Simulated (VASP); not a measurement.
Input of a VASP 6.6.1 run:

The input POSCAR:

```
AgI
1.0
    4.6495703019      0.0000000000      0.0000000000
   -2.3247851510      4.0266459982      0.0000000000
    0.0000000000      0.0000000000      7.5983660389
Ag I
2 2
Direct
    0.6666666667      0.3333333333      0.6275119042
    0.3333333333      0.6666666667      0.1275119042
    0.6666666667      0.3333333333      0.0024880958
    0.3333333333      0.6666666667      0.5024880958
```

INCAR.step1

```
PREC = Accurate
ENCUT = 550
ISMEAR = -1
SIGMA = 0.08
LREAL = F
LASPH = T
NELM = 120
NBANDS = 26
GGA = PE
ALGO = Normal
EDIFF = 1E-5
LWAVE = T
LCHARG = F
GGA_COMPAT = F
```

The input INCAR.step2:

```
PREC = Accurate
ENCUT = 550
EDIFF = 1E-6
ISMEAR = -1
SIGMA = 0.08
LREAL = F
LASPH = T
NELM = 120
ALGO = Normal
ISIF = 2
LWAVE = F
LCHARG = T
METAGGA = R2SCAN
LMIXTAU = T
LELF = T
LVHAR = T
NBANDS = 26
ISTART = 1
GGA_COMPAT = F
```

KPOINTS

```
regular mesh
0
Gamma
  8 8 4
```

Potentials or basis: VASP PAW PBE potentials, release 64 (Ag, I).

Run with:

```bash
$ cat potpaw_PBE.64/Ag/POTCAR potpaw_PBE.64/I/POTCAR > POTCAR
$ cp INCAR.step1 INCAR
$ mpirun -np 1 vasp_std > vasp.out
$ cp INCAR.step2 INCAR
$ mpirun -np 1 vasp_std > vasp.out
```

Problem. What does it give for the band gap on the k mesh?

Solution. 1.83 eV.

Problem. Estimate the pressure.

Solution. -0.1 GPa.

Caveat: the PAW data sets were made with another functional, which shifts forces and pressure a little; spin-orbit coupling is left out, which moves the levels of the heavy elements.
